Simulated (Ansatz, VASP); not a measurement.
AlCd2O: VASP beside Ansatz

```xyz
4
Lattice="1.7117 -5.2633 0.0000 1.7117 5.2633 0.0000 0.0000 0.0000 5.4337" Properties=species:S:1:pos:R:3 pbc="T T T"
Al    1.7117    0.0000    0.0000
Cd    1.7117   -1.4339    2.7168
Cd    1.7117    1.4339    2.7168
O     0.0000    0.0000    0.0000
```

Alike in both runs: functional PBE; k mesh 6 × 6 × 4; occupations gaussian, width 0.1 eV; no spin polarisation.

Ansatz relaxed the structure, and its values are those at the end. VASP's run is a single point on that final structure, the one shown.

```csv
,VASP,Ansatz
version,VASP 6.6.1,Ansatz 0.2.0
potentials or method,"VASP PAW PBE potentials, release 64 (Al, Cd, O), cutoff 520 eV","scalar-relativistic, plane waves, PAW"
valence electrons in the cell,33,49
```

```csv
,VASP,Ansatz,Ansatz less VASP
gap on the k mesh at the Fermi level (eV),none,none,-
pressure (GPa),0.1,-0.1,-0.11
rms of the force components (eV/Å),0.003,0.004,+0.0004
```

A gap of «none» marks a metal or a gap that the smearing closes. VASP's potentials hold 33 valence electrons a cell and Ansatz's 49, so a difference there can come from the potentials and not from the codes.
